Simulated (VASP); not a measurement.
# HfO2 (Fm-3m) in VASP: notebook, part 2 of 2

VASP 6.6.1. Earlier steps stand in the parts before.

### 4 Relaxation of cell and atoms, PBE+U

File INCAR:

```
SYSTEM = HfO2
  PREC = Accurate
  ENCUT = 600
  EDIFF = 1E-7
  ISMEAR = -1
  SIGMA = 0.05
  LREAL = .False.
  LASPH = .True.
  NELM = 150
  ALGO = Normal
  ISIF = 3
  LWAVE = .False.
  LCHARG = .False.
  LMAXMIX = 4
  LDAU = .True.
  LDAUTYPE = 2
  LDAUL = 2 -1
  LDAUU = 6 0
  LDAUJ = 0 0
  LDAUPRINT = 1
  GGA = PE
  IBRION = 2
  NSW = 60
  EDIFFG = -0.01
```

File KPOINTS:

```
regular mesh
0
Gamma
  9 9 9
  0 0 0
```

File POSCAR:

```
HfO2
1.0
    0.0000000000      2.5575000000      2.5575000000
    2.5575000000      0.0000000000      2.5575000000
    2.5575000000      2.5575000000      0.0000000000
Hf O
1 2
Direct
    0.0000000000      0.0000000000      0.0000000000
    0.7500000000      0.7500000000      0.7500000000
    0.2500000000      0.2500000000      0.2500000000
```

Potentials or basis: VASP PAW PBE potentials, release 64 (Hf_pv, O).

Run with:

```bash
$ cat potpaw_PBE.64/Hf_pv/POTCAR potpaw_PBE.64/O/POTCAR > POTCAR
$ mpirun -np 1 vasp_std > vasp.out
```

OUTCAR:

```text
SYSTEM = HfO2
   PREC = Accurate
   ENCUT = 600
   EDIFF = 1E-7
   ISMEAR = -1
   LREAL = .False.
   LASPH = .True.
   NELM = 150
   ISIF = 3
   GGA = PE
   IBRION = 2
   NSW = 60
   EDIFFG = -0.01

 ion  position               nearest neighbor table
   1  0.000  0.000  0.000-   2 2.21   2 2.21   2 2.21   2 2.21   3 2.21   3 2.21   3 2.21   3 2.21

   2  0.750  0.750  0.750-   1 2.21   1 2.21   1 2.21   1 2.21
   3  0.250  0.250  0.250-   1 2.21   1 2.21   1 2.21   1 2.21

  LATTYP: Found a face centered cubic cell.
 ALAT       =     5.1150000000

  Lattice vectors:

 A1 = (   0.0000000000,   2.5575000000,   2.5575000000)
 A2 = (   2.5575000000,   0.0000000000,   2.5575000000)
 A3 = (   2.5575000000,   2.5575000000,   0.0000000000)

Analysis of symmetry for initial positions (statically):
=====================================================================
 Subroutine PRICEL returns:
 Original cell was already a primitive cell.

 Routine SETGRP: Setting up the symmetry group for a
 face centered cubic supercell.

 Subroutine GETGRP returns: Found 48 space group operations
 (whereof 48 operations were pure point group operations)
 out of a pool of 48 trial point group operations.

The static configuration has the point symmetry O_h .

Analysis of symmetry for dynamics (positions and initial velocities):
=====================================================================
 Subroutine PRICEL returns:
 Original cell was already a primitive cell.

 Routine SETGRP: Setting up the symmetry group for a
 face centered cubic supercell.
[... 249 lines left out ...]
 -0.0000  0.0000 -0.0000  0.1508 -0.0000
  0.0000  0.0000  0.0000 -0.0000  0.0436

 occupancies and eigenvectors

  o =  0.0436  v = -0.0000 -0.0000 -0.7114 -0.0000  0.7028  0.0000  0.0000  0.0000  0.0000  0.0000      0.0000  0.0000  0.0000  0.0000  0.0000  0.0000  0.0000  0.0000  0.0000  0.0000
  o =  0.0436  v =  0.0000  0.0000  0.0000  0.0000  0.0000 -0.0000 -0.0000 -0.7114 -0.0000  0.7028      0.0000  0.0000  0.0000  0.0000  0.0000  0.0000  0.0000  0.0000  0.0000  0.0000
  o =  0.0436  v =  0.0000  0.0000  0.0000  0.0000  0.0000  0.0000  0.0000  0.7028 -0.0000  0.7114      0.0000  0.0000  0.0000  0.0000  0.0000  0.0000  0.0000  0.0000  0.0000  0.0000
  o =  0.0436  v =  0.0000  0.0000  0.7028 -0.0000  0.7114  0.0000  0.0000  0.0000  0.0000  0.0000      0.0000  0.0000  0.0000  0.0000  0.0000  0.0000  0.0000  0.0000  0.0000  0.0000
  o =  0.1508  v = -0.0007  0.9999 -0.0000 -0.0109 -0.0000  0.0000  0.0000  0.0000  0.0000  0.0000      0.0000  0.0000  0.0000  0.0000  0.0000  0.0000  0.0000  0.0000  0.0000  0.0000
  o =  0.1508  v =  0.0000  0.0000  0.0000  0.0000  0.0000 -0.0007  0.9999 -0.0000 -0.0109 -0.0000      0.0000  0.0000  0.0000  0.0000  0.0000  0.0000  0.0000  0.0000  0.0000  0.0000
  o =  0.1508  v = -1.0000 -0.0007  0.0000  0.0001 -0.0000  0.0000  0.0000  0.0000  0.0000  0.0000      0.0000  0.0000  0.0000  0.0000  0.0000  0.0000  0.0000  0.0000  0.0000  0.0000
  o =  0.1508  v =  0.0000  0.0000  0.0000  0.0000  0.0000 -1.0000 -0.0007  0.0000  0.0001 -0.0000      0.0000  0.0000  0.0000  0.0000  0.0000  0.0000  0.0000  0.0000  0.0000  0.0000
  o =  0.1508  v =  0.0000  0.0000  0.0000  0.0000  0.0000 -0.0001 -0.0109 -0.0000 -0.9999 -0.0000      0.0000  0.0000  0.0000  0.0000  0.0000  0.0000  0.0000  0.0000  0.0000  0.0000
  o =  0.1508  v = -0.0001 -0.0109 -0.0000 -0.9999 -0.0000  0.0000  0.0000  0.0000  0.0000  0.0000      0.0000  0.0000  0.0000  0.0000  0.0000  0.0000  0.0000  0.0000  0.0000  0.0000

--------------------------------------- Ionic step        3  -------------------------------------------

 number of electron      21.9999999 magnetization

 Free energy of the ion-electron system (eV)
  ---------------------------------------------------
  ext. energy  EPLUGINS =         0.00000000
  ---------------------------------------------------
  free energy    TOTEN  =       -27.10194647 eV

  energy without entropy =      -27.10194647  energy(sigma->0) =      -27.10194647

 E-fermi :   5.1777     XC(G=0): -11.4910

 val. band max:        4.0901981295   @ k =  -0.4444   0.4444   0.0000
 cond. band min:       8.5648958708   @ k =   0.4444   0.4444   0.0000
 fundamental gap:      4.4746977413
 Fermi energy:         5.1776742890

 k-point     1 :       0.0000    0.0000    0.0000
  band No.  band energies     occupation
      1     -26.8960      2.00000
      2     -26.8960      2.00000
      3     -26.8960      2.00000
      4     -14.2723      2.00000
      5     -11.4782      2.00000
      6      -0.5146      2.00000
      7      -0.5146      2.00000
      8      -0.5146      2.00000
      9       3.5313      2.00000
     10       3.5313      2.00000
     11       3.5313      2.00000
     12       9.1218      0.00000
     13       9.2572      0.00000
     14       9.2572      0.00000
[... 401 lines left out ...]
      2     -26.9781      2.00000
      3     -26.9781      2.00000
      4     -12.5060      2.00000
      5     -12.4664      2.00000
      6      -1.7913      2.00000
      7       0.6375      2.00000
      8       0.6375      2.00000
      9       3.0224      2.00000
     10       3.0224      2.00000
     11       3.9300      2.00000
     12       8.5649      0.00000
     13      10.8305      0.00000
     14      11.2718      0.00000
     15      12.6242      0.00000

 [... further k-points ...]
[... 5 lines left out ...]
  --------------------------------------------------------------------------------------
  -------------------------------------------------------------------------------------
  Total       -0.0277709     -0.0277709     -0.0277709      0.0000000      0.0000000      0.0000000
  in kB       -1.2775399     -1.2775399     -1.2775399      0.0000000      0.0000000      0.0000000
  external PRESSURE =      -1.2775399 kB  Pullay stress =       0.0000000 kB
[... 18 lines left out ...]
  FREE ENERGIE OF THE ION-ELECTRON SYSTEM (eV)
  ---------------------------------------------------
  free  energy   TOTEN  =       -27.1019464712 eV

  energy  without entropy=      -27.1019464712  energy(sigma->0) =      -27.10194647

 reached required accuracy - stopping structural energy minimisation
```

OSZICAR:

```text
N       E                     dE             d eps       ncg     rms          rms(c)
DAV:   1     0.113886094187E+03    0.11389E+03   -0.14115E+04  1050   0.162E+03
DAV:   2    -0.297216977538E+02   -0.14361E+03   -0.14015E+03  1316   0.340E+02
DAV:   3    -0.337312084512E+02   -0.40095E+01   -0.40066E+01  1407   0.563E+01
[... 33 lines left out ...]
DAV:   6    -0.271019417895E+02    0.56887E-03   -0.36055E-03  1274   0.423E-01    0.540E-02
DAV:   7    -0.271019463890E+02   -0.45996E-05   -0.13134E-04  1372   0.102E-01    0.476E-02
DAV:   8    -0.271019466739E+02   -0.28484E-06   -0.16433E-06  1232   0.116E-02    0.642E-02
DAV:   9    -0.271019464800E+02    0.19390E-06   -0.55736E-06  1337   0.214E-02    0.195E-03
DAV:  10    -0.271019464712E+02    0.88016E-08   -0.13522E-07   996   0.357E-03
   3 F= -.27101946E+02 E0= -.27101946E+02  d E =-.401809E-01
```

CONTCAR:

```text
HfO2
   1.00000000000000
     0.0000000000000000    2.5919834287198316    2.5919834287198316
     2.5919834287198316    0.0000000000000000    2.5919834287198316
     2.5919834287198316    2.5919834287198316    0.0000000000000000
  Hf              O
     1     2
Direct
     0.0000000000000000    0.0000000000000000    0.0000000000000000
     0.7500000000000000    0.7500000000000000    0.7500000000000000
     0.2500000000000000    0.2500000000000000    0.2500000000000000

  0.00000000E+00  0.00000000E+00  0.00000000E+00
  0.00000000E+00  0.00000000E+00  0.00000000E+00
  0.00000000E+00  0.00000000E+00  0.00000000E+00
```

It took 32 s on 1 thread of Intel Xeon 6975P-C (Granite Rapids), shared host; peak memory 0.19 GiB.

What came out:

```
Free energy                           : -27.1019 eV
Relaxed volume                        : 11.61 Å³/atom
Relaxed cell                          : a = 3.666 Å, b = 3.666 Å, c = 3.666 Å, α = 60.00°, β = 60.00°, γ = 60.00°
Space group after relaxing (to 0.1 Å) : Fm-3m (No. 225)
Energy gained by relaxing             : 13.4 meV/atom
Ionic steps                           : 3
Pressure after relaxing               : -0.1 GPa
Band gap on the k mesh                : 4.47 eV (least direct gap 4.59 eV)
```

Step by step:
| step | energy change (eV) | largest force (eV/Å) | pressure (GPa) | volume (Å³) |
| --- | --- | --- | --- | --- |
| 1 | 0.0000 | 0.0000 | 9.87 | 33.46 |
| 2 | 0.0406 | 0.0000 | -11.81 | 36.89 |
| 3 | -0.0402 | 0.0000 | -0.13 | 34.83 |

Final structure:
```
CELL_PARAMETERS angstrom
0.00000 2.59198 2.59198
2.59198 0.00000 2.59198
2.59198 2.59198 0.00000
ATOMIC_POSITIONS crystal
Hf 0.00000 0.00000 0.00000
O 0.75000 0.75000 0.75000
O 0.25000 0.25000 0.25000
```

Levels at points of the mesh, in eV from the valence-band top:
| k point | band 7 | band 8 | band 9 | band 10 | band 11 | band 12 | band 13 | band 14 | band 15 |
| --- | --- | --- | --- | --- | --- | --- | --- | --- | --- |
| (0.00, 0.00, 0.00) | -4.60 | -4.60 | -0.56 | -0.56 | -0.56 | 5.03 | 5.17 | 5.17 | 10.48 |

Eigenvalues of the final occupation matrices:
| site | spin | trace | eigenvalues |
| --- | --- | --- | --- |
| site 1 d | 1 | 0.54 | 0.04 0.04 0.15 0.15 0.15 |
| site 1 d | 2 | 0.54 | 0.04 0.04 0.15 0.15 0.15 |

Caveat: spin-orbit coupling is left out, which moves the levels of the heavy elements; an odd mesh through Γ misses points on the zone boundary, where band edges can lie. Zero-point motion and thermal expansion aren't in these numbers.

### 5 Relaxation of cell and atoms, PBE+U

File INCAR:

```
ALGO = Normal ; EDIFF = 1E-6
EDIFFG = -0.01 ; ENCUT = 600
GGA = PE ; IBRION = 2
ISIF = 3 ; ISMEAR = -1
LASPH = True ; LCHARG = False
LDAU = True ; LDAUJ = 0 0
LDAUL = 2 -1 ; LDAUPRINT = 1
LDAUTYPE = 2 ; LDAUU = 8 0
LMAXMIX = 4 ; LREAL = False
LWAVE = False ; NELM = 150
NSW = 60 ; PREC = Accurate
SIGMA = 0.05
```

File KPOINTS:

```
k-points
0
Gamma
  9 9 9
```

POSCAR is that of step 4.

Run with:

```bash
$ cat potpaw_PBE.64/Hf_pv/POTCAR potpaw_PBE.64/O/POTCAR > POTCAR
$ mpirun -np 1 vasp_std > vasp.out
```

Wall time 27 s (1 thread of Intel Xeon 6975P-C (Granite Rapids), shared host); peak memory 0.19 GiB.

The run converged. Its results:

```yaml
Free_energy: -26.2041 eV
Relaxed_volume: 11.86 Å³/atom
Relaxed_cell: a = 3.691 Å, b = 3.691 Å, c = 3.691 Å, α = 60.00°, β = 60.00°, γ = 60.00°
Space_group_after_relaxing_to_0.1_Å: Fm-3m (No. 225)
Energy_gained_by_relaxing: 32.2 meV/atom
Ionic_steps: 3
Pressure_after_relaxing: 0.0 GPa
Band_gap_on_the_k_mesh: 4.65 eV (least direct gap 4.77 eV)
```

The path:
```
step  energy change (eV)  largest force (eV/Å)  pressure (GPa)  volume (Å³)
   1              0.0000                0.0000           15.48        33.46
   2              0.0951                0.0000          -15.96        38.95
   3             -0.0965                0.0000           -0.04        35.57
```

Final structure:
```
CELL_PARAMETERS angstrom
0.00000 2.61022 2.61022
2.61022 0.00000 2.61022
2.61022 2.61022 0.00000
ATOMIC_POSITIONS crystal
Hf 0.00000 0.00000 0.00000
O 0.75000 0.75000 0.75000
O 0.25000 0.25000 0.25000
```

Levels at points of the mesh, in eV from the valence-band top:
```csv
k point,band 7,band 8,band 9,band 10,band 11,band 12,band 13,band 14,band 15
"(0.00, 0.00, 0.00)",-4.39,-4.39,-0.56,-0.56,-0.56,4.76,5.58,5.58,10.58
```

Eigenvalues of the final occupation matrices:
| site | spin | trace | eigenvalues |
| --- | --- | --- | --- |
| site 1 d | 1 | 0.49 | 0.04 0.04 0.14 0.14 0.14 |
| site 1 d | 2 | 0.49 | 0.04 0.04 0.14 0.14 0.14 |

Caveat: spin-orbit coupling is left out, which moves the levels of the heavy elements; an odd mesh through Γ misses points on the zone boundary, where band edges can lie.

### 6 Summary

```csv
U,gap on the mesh (eV),pressure (GPa),relaxed volume (Å³/atom)
Hf d U = 4.0 eV,4.29,-0.1,11.35
Hf d U = 5.0 eV,4.38,-0.1,11.48
Hf d U = 6.0 eV,4.47,-0.1,11.61
Hf d U = 8.0 eV,4.65,0.0,11.86
```

Alike in all rows: task relaxation of cell and atoms; level PBE+U; potentials or basis VASP PAW PBE potentials, release 64 (Hf_pv, O); no spin polarisation; cell relaxed; k mesh 9 × 9 × 9; cutoff (eV) 600; smearing fermi-dirac 0.05 eV.

Caveats: spin-orbit coupling is left out, which moves the levels of the heavy elements; an odd mesh through Γ misses points on the zone boundary, where band edges can lie.

Absolute energies hang on the potentials; compare differences alone.
